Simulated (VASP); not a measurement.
Wanted: the native input for a VASP 6.6.1 run.

```yaml
Task: single point
Functional: PBE
Dispersion: D4
Potentials_or_basis: VASP PAW PBE potentials, release 64 (Se, Zn)
Cutoff: 520 eV
k_mesh: 8 × 8 × 8
Occupations: fermi-dirac, width 0.05 eV
Spin: no spin polarisation
Dipole_correction: no
Further_INCAR_settings: ALGO = Normal; EDIFF = 1e-06; NBANDS = 16
```

The structure of ZnSe (Stilleite) lies in POSCAR:

```
ZnSe
1.0
    0.0000000000      2.8893788162      2.8893788162
    2.8893788162      0.0000000000      2.8893788162
    2.8893788162      2.8893788162      0.0000000000
Se Zn
1 1
Direct
    0.7500000000      0.7500000000      0.7500000000
    0.0000000000      0.0000000000      0.0000000000
```

These files were run (other wordings do the same):

INCAR

```
PREC = Accurate ; ENCUT = 520
EDIFF = 1E-6 ; ISMEAR = -1
SIGMA = 0.05 ; LREAL = False
LASPH = True ; NELM = 60
ALGO = Normal ; ISIF = 2
LWAVE = False ; LCHARG = False
GGA = PE ; IVDW = 13
NBANDS = 16
```

KPOINTS

```
regular mesh
0
Gamma
  8 8 8
```

Potentials or basis: VASP PAW PBE potentials, release 64 (Se, Zn).

Command:

```bash
$ cat potpaw_PBE.64/Se/POTCAR potpaw_PBE.64/Zn/POTCAR > POTCAR
$ mpirun -np 1 vasp_std > vasp.out
```

Results of the run:

```
Pressure                   : -3.3 GPa
Band gap on the k mesh     : 1.06 eV, direct
Dispersion energy per atom : -0.297 eV
```

It took 22 s on 1 thread of Intel(R) Xeon(R) Platinum 8375C CPU @ 2.90GHz (Ice Lake), on a shared host, peak memory 0.18 GiB.
